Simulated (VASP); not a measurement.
Crystal: SiC.

```
CELL_PARAMETERS angstrom
3.15224 0.00000 0.00000
-1.57612 2.72992 0.00000
0.00000 0.00000 5.02832
ATOMIC_POSITIONS crystal
Si 0.33333 0.66667 0.99837
Si 0.66667 0.33333 0.49837
C 0.33333 0.66667 0.37663
C 0.66667 0.33333 0.87663
```

This cell differs from its parent crystal: epitaxial xy strain +2.5%.

Base run:

* Program: VASP 6.6.1
* Functional: PBE
* Potentials or basis: VASP PAW PBE potentials, release 64 (Si, C)
* Cutoff: 520 eV
* k mesh: 12 × 12 × 6
* Occupations: fermi-dirac, width 0.02 eV
* Spin: no spin polarisation

Its results: band gap on the k mesh 2.43 eV, indirect (least direct gap 3.65 eV); pressure -6.0 GPa.

**Question.** The run is repeated on the same cell with these changes: functional from PBE to r2SCAN; occupations from fermi-dirac, width 0.02 eV to gaussian, width 0.01 eV. What comes out?

**Answer.** Band gap on the k mesh 2.80 eV, indirect (least direct gap 4.12 eV); pressure -9.6 GPa.

Caveats: the PAW data sets were made with another functional, which shifts forces and pressure a little (some runs).

A k mesh can miss the band edges.
